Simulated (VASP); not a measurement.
Input of a VASP 6.6.1 run:

File POSCAR:

```
C
1.0
    0.0000000000      1.7437671624      1.7437671624
    1.7437671624      0.0000000000      1.7437671624
    1.7437671624      1.7437671624      0.0000000000
C
2
Direct
   -0.1250000000     -0.1250000000     -0.1250000000
    0.1250000000      0.1250000000      0.1250000000
```

INCAR.step1

```
PREC = Accurate ; ENCUT = 520
ISMEAR = -1 ; SIGMA = 0.08
LREAL = F ; LASPH = T
NELM = 80 ; NBANDS = 11
GGA = PE ; ALGO = Normal
EDIFF = 1E-4 ; LWAVE = T
LCHARG = F
```

Contents of INCAR.step2:

```
PREC = Accurate ; ENCUT = 520
EDIFF = 1E-6 ; ISMEAR = -1
SIGMA = 0.08 ; LREAL = F
LASPH = T ; NELM = 80
ALGO = Normal ; ISIF = 2
LWAVE = F ; LCHARG = F
METAGGA = R2SCAN ; LMIXTAU = T
NBANDS = 11 ; ISTART = 1
```

File KPOINTS:

```
Automatic mesh
0
Gamma
  20 20 20
```

Potentials or basis: VASP PAW PBE potentials, release 64 (C).

Run with:

```sh
$ cat potpaw_PBE.64/C/POTCAR > POTCAR
$ cp INCAR.step1 INCAR
$ mpirun -np 1 vasp_std > vasp.out
$ cp INCAR.step2 INCAR
$ mpirun -np 1 vasp_std > vasp.out
```

Q: Predict the band gap on the k mesh.

A: 4.48 eV, indirect (least direct gap 6.02 eV).

Q: Predict the pressure.

A: 32.6 GPa.

Caveat: the PAW data sets were made with another functional, which shifts forces and pressure a little. A k mesh can miss the band edges.
